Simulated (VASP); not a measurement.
## BN: relaxation of the atoms with r2SCAN

BN:

```
B N
1.0
     2.50518    0.00000    0.00000
    -1.25259    2.16955    0.00000
     0.00000    0.00000    4.21645
B N
2 2
Direct
  0.33333 0.66667 0.99981
  0.66667 0.33333 0.49981
  0.33333 0.66667 0.37419
  0.66667 0.33333 0.87419
```

This cell differs from its parent crystal: strained cell.

```json
{
 "Program": "VASP 6.6.1",
 "Task": "relaxation of the atoms",
 "Functional": "r2SCAN",
 "Potentials or basis": "VASP PAW PBE potentials, release 64 (B, N)",
 "Cutoff": "520 eV",
 "k mesh": "9 × 9 × 6",
 "Occupations": "gaussian, width 0.02 eV",
 "Spin": "no spin polarisation",
 "Dipole correction": "no",
 "Further INCAR settings": "ALGO = Normal; EDIFF = 1e-07; IBRION = 2; EDIFFG = -0.002; NSW = 60"
}
```

| Property | Result |
| --- | --- |
| Energy gained by relaxing | 0.0 meV/atom |
| Ionic steps | 3 |
| Pressure after relaxing | 13.1 GPa |
| Band gap on the k mesh | 5.58 eV (least direct gap 8.89 eV) |

Stress tensor (GPa, compression positive):
```
19.33  0.00  0.00
 0.00 19.33  0.00
 0.00  0.00  0.75
```

Final structure:
```cif
data_structure
_symmetry_space_group_name_H-M 'P 1'
_symmetry_Int_Tables_number 1
_cell_length_a 2.5052
_cell_length_b 2.5052
_cell_length_c 4.2164
_cell_angle_alpha 90.000
_cell_angle_beta 90.000
_cell_angle_gamma 120.000
_cell_volume 22.92
loop_
_atom_site_label
_atom_site_type_symbol
_atom_site_fract_x
_atom_site_fract_y
_atom_site_fract_z
_atom_site_occupancy
B1 B 0.33333 0.66667 0.99989 1
B2 B 0.66667 0.33333 0.49989 1
N1 N 0.33333 0.66667 0.37411 1
N2 N 0.66667 0.33333 0.87411 1
```

Levels at points of the mesh, in eV from the valence-band top:
```csv
k point,band 6,band 7,band 8,band 9,band 10,band 11
"(0.00, 0.00, 0.00)",-0.38,0.00,0.00,8.89,9.35,9.35
"(0.00, 0.00, 0.50)",-1.18,-1.18,-1.18,10.75,10.75,10.95
```

It took 3.2 min on 1 thread of AMD EPYC 7571 (shared host), peak memory 0.11 GiB.

Caveat: the cell differs from its parent crystal (strained cell); the PAW data sets were made with another functional, which shifts forces and pressure a little. A k mesh can miss the band edges.
